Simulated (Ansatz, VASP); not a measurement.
Two plane-wave programs on SnSe

```xyz
4
Lattice="4.2853 0.0000 0.0000 0.0000 4.2853 0.0000 0.0000 0.0000 10.9907" Properties=species:S:1:pos:R:3 pbc="T T T"
Sn    2.1427    0.0000    4.0911
Sn    0.0000    2.1427    6.8996
Se    2.1427    0.0000    6.8207
Se    0.0000    2.1427    4.2200
```

Alike in both runs: task single point; functional LDA; k mesh 6 × 6 × 2; no spin polarisation.

|  | VASP | Ansatz |
| --- | --- | --- |
| version | VASP 6.6.1 | Ansatz 0.2.0 |
| potentials or method | VASP PAW LDA potentials, release 64 (Sn_d, Se) | plane waves, PAW |
| plane-wave cutoff (eV) | 520 | 420 |
| occupations | gaussian, width 0.01 eV | fixed |
| valence electrons in the cell | 40 | 60 |

VASP gave:

```
rms of the force components (eV/Å) : 0.168
```

Q: Which values does Ansatz return?

A: rms of the force components (eV/Å): 0.177.

LDA's correlation is that of Perdew and Zunger in VASP and of Perdew and Wang (1992) in Ansatz. Atom by atom the forces differ by 0.012 eV/Å (rms over components). VASP's potentials hold 40 valence electrons a cell and Ansatz's 60, so a difference there can come from the potentials and not from the codes.
